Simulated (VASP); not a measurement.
SiNi3, 4 atoms in the cell. The structure is cubic, space group Pm-3m (No. 221). The conventional cell has a = 3.542 Å, b = 3.542 Å, c = 3.542 Å, α = 90.00°, β = 90.00°, γ = 90.00°. Within 3.3 Å of Si (site symmetry m-3m) lie 12 Ni at 2.50 Å. Ni (site symmetry 4/mmm) has 4 Si at 2.50 Å and 8 Ni at 2.50 Å within 3.3 Å. 

```yaml
Program: VASP 6.6.1
Task: single point
Functional: PBE
Potentials_or_basis: VASP PAW PBE potentials, release 64 (Si, Ni)
Cutoff: 520 eV
k_mesh: 7 × 7 × 7
Occupations: fermi-dirac, width 0.05 eV
Spin: collinear spin, zero start
Starting_moments: "[0.0, 0.0, 0.0, 0.0] μB"
Fixed_moment: 0 μB
Dipole_correction: no
Further_INCAR_settings: ALGO = Normal; EDIFF = 1e-06; NBANDS = 29
```

Potentials or basis: VASP PAW PBE potentials, release 64 (Si, Ni).

The run is started by

```bash
$ cat potpaw_PBE.64/Si/POTCAR potpaw_PBE.64/Ni/POTCAR > POTCAR
$ mpirun -np 1 vasp_std > vasp.out
```

Hardware: 1 thread of Intel(R) Xeon(R) Platinum 8488C (Sapphire Rapids) (shared host).

Problem. How long does it take, and how much memory?

Solution. It took 59 s on 1 thread of Intel(R) Xeon(R) Platinum 8488C (Sapphire Rapids), with other jobs on the host, peak memory 0.19 GiB. Counts: scf iterations 14, k points 20.
